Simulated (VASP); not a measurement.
Input of a VASP 6.6.1 run:

INCAR

```
  ALGO = Normal
  EDIFF = 1E-6
  EDIFFG = -0.005
  ENCUT = 600
  GGA = PE
  IBRION = 2
  ISIF = 3
  ISMEAR = -1
  LASPH = True
  LCHARG = False
  LREAL = False
  LWAVE = False
  NELM = 80
  NSW = 32
  PREC = Accurate
  PSTRESS = 62.0
  SIGMA = 0.05
```

File KPOINTS:

```
k-points
0
Gamma
  7 7 10
```

POSCAR

```
In
1.0
    5.1739501399      0.0000000000      0.0000000000
   -2.5869750700      4.4807722590      0.0000000000
    0.0000000000      0.0000000000      3.1737417104
In
3
Direct
    0.0000000000      0.0000000000      0.0000000000
    0.3333333333      0.6666666667      0.5000000000
    0.6666666667      0.3333333333      0.5000000000
```

Potentials or basis: VASP PAW PBE potentials, release 64 (In_d).

The run is started by

```sh
$ cat potpaw_PBE.64/In_d/POTCAR > POTCAR
$ mpirun -np 1 vasp_std > vasp.out
```

Predict the band gap on the k mesh.

zero (an odd number of electrons rules out a gap without spin polarisation).

Final structure:
```
In
1.0
     5.17395    0.00000    0.00000
    -2.58698    4.48077    0.00000
     0.00000    0.00000    3.17374
In
3
Cartesian
  0.0000 0.0000 0.0000
  0.0000 2.9872 1.5869
  2.5870 1.4936 1.5869
```

Caveat: the relaxation stopped at its first step, so nothing moved; spin-orbit coupling is left out, which moves the levels of the heavy elements.
